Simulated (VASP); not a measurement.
# Cd2HgTe3 (P1) in VASP: a series of runs

Cd2HgTe3 is run at these levels: PBE; tasks: single point.

Everything below comes from runs of VASP 6.6.1. Logs are shortened: lines on timing, memory, paths and dates and some standing lists are left out, and cuts for length are marked.

## (1) The cell of the first run

The typed cell holds 24 atoms: a = 9.364 Å, b = 9.363 Å, c = 11.404 Å, α = 90.39°, β = 89.59°, γ = 119.31°.

## (2) Single point, PBE

INCAR

```
SYSTEM = Cd2HgTe3
ALGO = Normal ; EDIFF = 1E-6
ENCUT = 520 ; GGA = PE
ISIF = 2 ; ISMEAR = 0
ISYM = 0 ; LASPH = .TRUE.
LCHARG = .FALSE. ; LREAL = Auto
LWAVE = .FALSE. ; NBANDS = 126
NELM = 80 ; PREC = Accurate
SIGMA = 0.1
```

KPOINTS

```
Automatic mesh
0
Gamma
  2 2 1
  0.5 0.5 0
```

POSCAR

```
Cd2HgTe3
1.0
   -6.6636697802     -6.5787294798      0.0266217504
   -0.0272139136      6.5793216430      6.6621796257
   -6.6045918403      6.5462732902     -6.6019173593
Cd Te Hg
8 12 4
Direct
    0.5006250143      1.0004353598      0.9976426675
    0.9999243020      0.9996520578      0.9980792065
    0.8343119871      0.1665760955      0.6654555169
    0.3342071653      0.1664732183      0.6650306840
    0.5005468472      0.5000396592     -0.0016041098
    1.0000541834      0.5004019567     -0.0017389311
    0.8338883823      0.6667136148      0.6648615477
    0.3333427345      0.6664108592      0.6650176082
    0.3330486163      0.1671433391      0.9167522542
    0.8338737996      0.1675126910      0.9171162144
    0.6671162125      0.3336436485      0.5837931518
    0.1671208520      0.3338153517      0.5838756202
    0.5008486400      0.5012442259      0.2493680030
    1.0001716852      0.5010599838      0.2491982462
    0.3334194821      0.6671237024      0.9169694151
    0.8332993473      0.6670345698      0.9166781259
    0.6667407359      0.8337588694      0.5840967643
    0.1669688422      0.8337745411      0.5838178104
    0.4999892774      1.0002368936      0.2488413405
    0.0005198908      0.0012219368      0.2493333826
    0.6667302261      0.3332105651      0.3307842106
    0.1678475525      0.3346248410      0.3307576833
    0.6678791705      0.8347461983      0.3310008517
    0.1673879903      0.8341550033      0.3312035263
```

Potentials or basis: VASP PAW PBE potentials, release 64 (Cd, Te, Hg).

Launch:

```sh
> cat potpaw_PBE.64/Cd/POTCAR potpaw_PBE.64/Te/POTCAR potpaw_PBE.64/Hg/POTCAR > POTCAR
> mpirun -np 1 vasp_std > vasp.out
```

OUTCAR:

```text
SYSTEM = Cd2HgTe3
   EDIFF = 1E-6
   ENCUT = 520
   GGA = PE
   ISIF = 2
   ISMEAR = 0
   ISYM = 0
   LASPH = .TRUE.
   LREAL = Auto
   NELM = 80
   PREC = Accurate

 ion  position               nearest neighbor table
   1  0.501  0.000  0.998-   9 2.86  19 2.86  10 2.87  15 2.87
   2  1.000  1.000  0.998-  10 2.86  20 2.87  16 2.87   9 2.87
   3  0.834  0.167  0.665-  11 2.86  17 2.87  12 2.87  10 2.87
   4  0.334  0.166  0.665-  12 2.86  18 2.87  11 2.87   9 2.87
   5  0.501  0.500  0.998-  13 2.86  15 2.86  16 2.87   9 2.87
   6  0.000  0.500  0.998-  16 2.86  14 2.86  10 2.87  15 2.87
[... 16 lines left out ...]
  23  0.668  0.835  0.331-  19 2.86  20 2.87  13 2.87  17 2.89
  24  0.167  0.834  0.331-  20 2.86  19 2.87  14 2.87  18 2.88

IMPORTANT INFORMATION: All symmetrisations will be switched off!
NOSYMM: (Re-)initialisation of all symmetry stuff for point group C_1.

----------------------------------------------------------------------------------------

                                     Primitive cell

  volume of cell :     871.8676

  direct lattice vectors                    reciprocal lattice vectors
    -6.663669780 -6.578729480  0.026621750    -0.099841521 -0.050673567  0.049635500
    -0.027213914  6.579321643  6.662179626    -0.049615280  0.050660012  0.099868406
    -6.604591840  6.546273290 -6.601917359    -0.050470772  0.050918099 -0.050490992

  length of vectors
     9.364020783  9.363378196 11.404369346     0.122473763  0.122481882  0.087688608

  position of ions in fractional coordinates (direct lattice)
     0.500625014  0.000435360  0.997642668
     0.999924302  0.999652058  0.998079207
     0.834311987  0.166576095  0.665455517
     0.334207165  0.166473218  0.665030684
     0.500546847  0.500039659  0.998395890
     0.000054183  0.500401957  0.998261069
[... 16 lines left out ...]
     0.667879171  0.834746198  0.331000852
     0.167387990  0.834155003  0.331203526

  ion indices of the primitive-cell ions
   primitive index   ion index
                 1           1
                 2           2
                 3           3
                 4           4
                 5           5
                 6           6
[... 16 lines left out ...]
                23          23
                24          24

----------------------------------------------------------------------------------------

 KPOINTS: Automatic mesh

Automatic generation of k-mesh.
 Grid dimensions read from file:
 generate k-points for:    2    2    1

 Generating k-lattice:

  Cartesian coordinates                     Fractional coordinates (reciprocal lattice)
    -0.049920760 -0.025336784  0.024817750     0.500000000  0.000000000  0.000000000
    -0.024807640  0.025330006  0.049934203    -0.000000000  0.500000000 -0.000000000
    -0.050470772  0.050918099 -0.050490992     0.000000000  0.000000000  1.000000000

  Length of vectors
     0.061236881  0.061240941  0.087688608

  Shift w.r.t. Gamma in fractional coordinates (k-lattice)
     0.500000000  0.500000000  0.000000000

 Subroutine IBZKPT returns following result:
 ===========================================

 Found      2 irreducible k-points:

 Following reciprocal coordinates:
            Coordinates               Weight
  0.250000  0.250000  0.000000      2.000000
 -0.250000  0.250000 -0.000000      2.000000
   k-points           NKPTS =      2   k-points in BZ     NKDIM =      2   number of bands    NBANDS=    126
   number of dos      NEDOS =    301   number of ions     NIONS =     24
   total plane-waves  NPLWV = 441000
   dimension x,y,z NGX =    70 NGY =   70 NGZ =   90
   dimension x,y,z NGXF=   140 NGYF=  140 NGZF=  180
   ions per type =               8  12   4
   NGX,Y,Z   is equivalent  to a cutoff of  12.43, 12.43, 13.12 a.u.
   NGXF,Y,Z  is equivalent  to a cutoff of  24.86, 24.86, 26.24 a.u.
 SYSTEM =  Cd2HgTe3
   PREC   = accura    normal or accurate (medium, high low for compatibility)
   ISTART =      0    job   : 0-new  1-cont  2-samecut
   ICHARG =      2    charge: 1-file 2-atom 10-const
   ISPIN  =      1    spin polarized calculation?
   LNONCOLLINEAR =      F non collinear calculations
   LSORBIT =      F    spin-orbit coupling
   LASPH  =      T    aspherical Exc in radial PAW
   ENCUT  =  520.0 eV  38.22 Ry    6.18 a.u.  17.41 17.41 21.20*2*pi/ulx,y,z
   NELM   =     80;   NELMIN=  2; NELMDL= -5     # of ELM steps
   EDIFF  = 0.1E-05   stopping-criterion for ELM
   LREAL  =      T    real-space projection
   EDIFFG = 0.1E-04   stopping-criterion for IOM
   NSW    =      0    number of steps for IOM
   IBRION =     -1    ionic relax: 0-MD 1-quasi-New 2-CG
   NFREE  =      0    steps in history (QN), initial steepest desc. (CG)
   ISIF   =      2    stress and relaxation
   ISYM   =      0    0-nonsym 1-usesym 2-fastsym
   POTIM  = 0.5000    time-step for ionic-motion
   TEBEG  =    0.0;   TEEND  =   0.0 temperature during run
   PSTRESS=    0.0 pullay stress
   NELECT =     216.0000    total number of electrons
   NUPDOWN=      -1.0000    fix difference up-down
   EMIN   =  10.00;   EMAX   =-10.00  energy-range for DOS
   EFERMI =   0.00;   METHOD = LEGACY
   ISMEAR =     0;   SIGMA  =   0.10  broadening in eV -4-tet -1-fermi 0-gaus
   EFERMI_NEDOS =   21; number of points for ismear=-14 and -15
   IALGO  =     38    algorithm
   IMIX   =      4    mixing-type and parameters
     AMIX     =   0.40;   BMIX     =  1.00
     AMIX_MAG =   1.60;   BMIX_MAG =  1.00
  volume/ion in A,a.u.               =      36.33       245.15
  Fermi-wavevector in a.u.,A,eV,Ry     =   1.028196  1.943009 14.383902  1.057187
  Thomas-Fermi vector in A             =   2.162180
   LORBIT       =      0    0 simple, 1 ext, 2 COOP (PROOUT), +10 PAW based schemes
   GGA     = PE    functional components
   LHFCALC =     F    Hartree Fock is set to
   AEXX    =    0.0000 exact exchange contribution
   IVDW    =     0    specifies the selected vdW correction
   LEPSILON=     F    determine dielectric tensor
   LRPA    =     F    only Hartree local field effects (RPA)
 non-spin polarized calculation
 Gauss-broadening in eV      SIGMA  =   0.10
  energy-cutoff  :      520.00
  volume of cell :      871.87
 maximum number of plane-waves:     23498
 NGX is ok and might be reduce to    70
   NGX = 35   NGY = 35   NGZ = 43

 number of electron     216.0000020 magnetization

 Free energy of the ion-electron system (eV)
  ---------------------------------------------------
  ext. energy  EPLUGINS =         0.00000000
  ---------------------------------------------------
  free energy    TOTEN  =       -53.08990209 eV

  energy without entropy =      -53.08990209  energy(sigma->0) =      -53.08990209

 E-fermi :   2.3364     XC(G=0):  -8.3390

 val. band max:        1.8753018073   @ k =  -0.2500   0.2500  -0.0000
 cond. band min:       3.0368703948   @ k =  -0.2500   0.2500  -0.0000
 fundamental gap:      1.1615685875
 Fermi energy:         2.3363578030

 k-point     1 :       0.2500    0.2500    0.0000
  band No.  band energies     occupation
      1      -8.9755      2.00000
      2      -8.8323      2.00000
      3      -8.8306      2.00000
      4      -8.7223      2.00000
      5      -8.6656      2.00000
      6      -8.6557      2.00000
[... 112 lines left out ...]
    119       5.1463      0.00000
    120       5.1482      0.00000

 k-point     2 :      -0.2500    0.2500   -0.0000
  band No.  band energies     occupation
      1      -9.0655      2.00000
      2      -8.7800      2.00000
      3      -8.7742      2.00000
      4      -8.7154      2.00000
      5      -8.7134      2.00000
      6      -8.7053      2.00000
[... 112 lines left out ...]
    119       4.9516      0.00000
    120       4.9537      0.00000
 [bands above 120 left out]

------------------------ aborting loop because EDIFF is reached ----------------------------------------

  FORCE on cell =-STRESS in cart. coord.  units (eV):
  Direction    XX          YY          ZZ          XY          YZ          ZX
  --------------------------------------------------------------------------------------
  -------------------------------------------------------------------------------------
  Total        1.1099613      0.6705572      1.1282248      0.0698172      0.0660518     -0.3000004
  in kB        2.0397075      1.2322416      2.0732692      0.1282987      0.1213793     -0.5512923
  external PRESSURE =       1.7817394 kB  Pullay stress =       0.0000000 kB

 VOLUME and BASIS-vectors are now :
 -----------------------------------------------------------------------------
  energy-cutoff  :      520.00
  volume of cell :      871.87
      direct lattice vectors                 reciprocal lattice vectors
    -6.663669780 -6.578729480  0.026621750    -0.099841521 -0.050673567  0.049635500
    -0.027213914  6.579321643  6.662179626    -0.049615280  0.050660012  0.099868406
    -6.604591840  6.546273290 -6.601917359    -0.050470772  0.050918099 -0.050490992

 POSITION                                       TOTAL-FORCE (eV/Angst)
 -----------------------------------------------------------------------------------
     -9.92503      3.24023     -6.57013         0.012871     -0.005113      0.001879
    -13.28228      6.53250      0.09724        -0.009234     -0.003711      0.003203
     -9.95917     -0.03650     -3.26131         0.006433      0.001713      0.007871
     -6.62383      3.25009     -3.27251        -0.002603      0.008232      0.009930
     -9.94308      6.53273     -3.24665         0.017564     -0.002256      0.008624
     -6.60709      9.82684     -3.25667        -0.011251     -0.017221      0.009097
[... 16 lines left out ...]
     -6.65937      3.26509      3.39377        -0.008980      0.013407     -0.018867
     -3.32558      6.55512      3.37517         0.004770      0.006966     -0.003485
 -----------------------------------------------------------------------------------
    total drift:                                0.021324     -0.007467      0.021687

  FREE ENERGIE OF THE ION-ELECTRON SYSTEM (eV)
  ---------------------------------------------------
  free  energy   TOTEN  =       -53.0899020944 eV

  energy  without entropy=      -53.0899020944  energy(sigma->0) =      -53.08990209
```

It took 7 min on 1 thread of Intel Xeon 6975P-C (Granite Rapids), shared host; peak memory 0.87 GiB.

Results:

* Free energy: -53.0899 eV
* Pressure: 0.2 GPa
* Largest force: 0.025 eV/Å
* Band gap on the k mesh: 1.16 eV

Forces in eV/Å, atoms in the order of the input:
```
Cd   0.013 -0.005  0.002
Cd  -0.009 -0.004  0.003
Cd   0.006  0.002  0.008
Cd  -0.003  0.008  0.010
Cd   0.018 -0.002  0.009
Cd  -0.011 -0.017  0.009
Cd   0.003 -0.001 -0.004
Cd  -0.020 -0.001 -0.007
Te  -0.010 -0.001 -0.006
Te   0.007  0.004 -0.003
Te  -0.006 -0.004 -0.008
Te   0.006 -0.009 -0.006
Te   0.005 -0.004  0.006
Te   0.003 -0.001 -0.003
Te   0.003  0.000 -0.004
Te   0.005  0.003  0.003
Te   0.006  0.000  0.006
Te   0.001  0.010 -0.004
Te   0.002 -0.002  0.018
Te   0.001 -0.016  0.011
Hg  -0.013  0.004 -0.010
Hg  -0.004  0.018 -0.008
Hg  -0.009  0.013 -0.019
Hg   0.005  0.007 -0.003
```

Caveat: the k points lie up to 0.55 Å⁻¹ apart; spin-orbit coupling is left out, which moves the levels of the heavy elements; a shifted mesh leaves out Γ, where band edges can lie. A k mesh can miss the band edges.

(Continued in part 2 of 2.)
